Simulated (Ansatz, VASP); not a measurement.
# Ga5P6: VASP beside Ansatz

```
CELL_PARAMETERS angstrom
3.89267 0.00000 0.00000
0.00000 3.89267 0.00000
0.00000 0.00000 28.76268
ATOMIC_POSITIONS crystal
P 0.00000 0.50000 0.26168
P 0.50000 0.00000 0.35694
P 0.00000 0.50000 0.45215
P 0.50000 0.00000 0.54785
P 0.00000 0.50000 0.64306
P 0.50000 0.00000 0.73832
Ga 0.50000 0.50000 0.30777
Ga 0.00000 0.00000 0.40395
Ga 0.50000 0.50000 0.50000
Ga 0.00000 0.00000 0.59605
Ga 0.50000 0.50000 0.69223
```

Alike in both runs: functional PBE; k mesh 7 × 7 × 1; occupations gaussian, width 0.05 eV; no spin polarisation.

Ansatz relaxed the structure, and its values are those at the end. VASP's run is a single point on that final structure, the one shown.

```csv
,VASP,Ansatz
version,VASP 6.6.1,Ansatz 0.2.0
potentials or method,"VASP PAW PBE potentials, release 64 (P, Ga_d), cutoff 520 eV","scalar-relativistic, plane waves, PAW"
valence electrons in the cell,95,95
```

```csv
,VASP,Ansatz,Ansatz less VASP
gap on the k mesh at the Fermi level (eV),none,none,-
rms of the force components (eV/Å),0.003,0.004,+0.0009
```

A gap of «none» marks a metal or a gap that the smearing closes. Ansatz's warnings: xc potential rough in thin density.
